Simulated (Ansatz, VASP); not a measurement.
**Two plane-wave programs on HfSi2O6**

INCAR

```
SYSTEM = HfSi2O6
  ALGO = Normal
  EDIFF = 1E-6
  EDIFFG = -0.01
  ENCUT = 600
  GGA = PE
  IBRION = 2
  ISIF = 3
  ISMEAR = 0
  LASPH = .True.
  LCHARG = .False.
  LREAL = .False.
  LWAVE = .False.
  NELM = 80
  NSW = 100
  PREC = Accurate
  SIGMA = 0.02
```

KPOINTS

```
k-points
0
Gamma
  6 6 4
  0 0 0
```

Contents of POSCAR:

```
HfSi2O6
1.0
    2.6078699000     -4.9479839000      0.0000000000
    2.6078699000      4.9479839000      0.0000000000
    0.0000000000      0.0000000000      6.0196389000
Hf Si O
1 2 6
Direct
    0.5000000000      0.5000000000      0.0000000000
    0.5000000000      0.0000000000      0.3443370000
    0.0000000000      0.5000000000      0.6556630000
    0.8233100000      0.5889660000      0.8112530000
    0.2234110000      0.7765890000      0.5000000000
    0.5889660000      0.8233100000      0.1887470000
    0.1766900000      0.4110340000      0.8112530000
    0.7765890000      0.2234110000      0.5000000000
    0.4110340000      0.1766900000      0.1887470000
```

Input for Ansatz:

```yaml
crystal:
  lattice:
    - [2.6078699, -4.9479839, 0.0]
    - [2.6078699, 4.9479839, 0.0]
    - [0.0, 0.0, 6.0196389]
  atoms:
    - { symbol: Hf, position: [0.5, 0.5, 0.0] }
    - { symbol: Si, position: [0.5, 0.0, 0.344337] }
    - { symbol: Si, position: [0.0, 0.5, 0.655663] }
    - { symbol: O, position: [0.82331, 0.588966, 0.811253] }
    - { symbol: O, position: [0.223411, 0.776589, 0.5] }
    - { symbol: O, position: [0.588966, 0.82331, 0.188747] }
    - { symbol: O, position: [0.17669, 0.411034, 0.811253] }
    - { symbol: O, position: [0.776589, 0.223411, 0.5] }
    - { symbol: O, position: [0.411034, 0.17669, 0.188747] }
basis:
  ecutwfc: 420
kpoints:
  mp_grid: { grid: [6, 6, 4] }
hamiltonian:
  xc: pbe
scf:
  occupations: { method: gaussian, width: 0.02 }
output:
  forces: true
  stress: true
  eigenvalues: true
  write_density: true
  write_potential: true
  elf: true
  volumetric_format: npy
relax:
  adjacent_minimum: "off"
  f_tol: 0.01
  max_steps: 80
  cell: { stress_tol: 0.05 }
```

Alike in both runs: task relaxation of cell and atoms; functional PBE; k mesh 6 × 6 × 4; occupations gaussian, width 0.02 eV; no spin polarisation.

|  | VASP | Ansatz |
| --- | --- | --- |
| version | VASP 6.6.1 | Ansatz 0.2.0 |
| potentials or method | VASP PAW PBE potentials, release 64 (Hf_pv, Si, O), cutoff 600 eV | scalar-relativistic, plane waves, PAW |
| valence electrons in the cell | 54 | 70 |

|  | VASP | Ansatz | Ansatz less VASP |
| --- | --- | --- | --- |
| gap on the k mesh at the Fermi level, each at its own relaxed structure (eV) | 4.96 | 4.94 | -0.019 |
| relaxed volume (Å³/atom) | 17.20 | 17.26 | +0.062 |
| relaxed cell length with the largest relative difference (Å) | 5.586 | 5.593 | +0.0076 |

VASP's potentials hold 54 valence electrons a cell and Ansatz's 70, so a difference there can come from the potentials and not from the codes.

Neither program's run includes spin-orbit coupling.
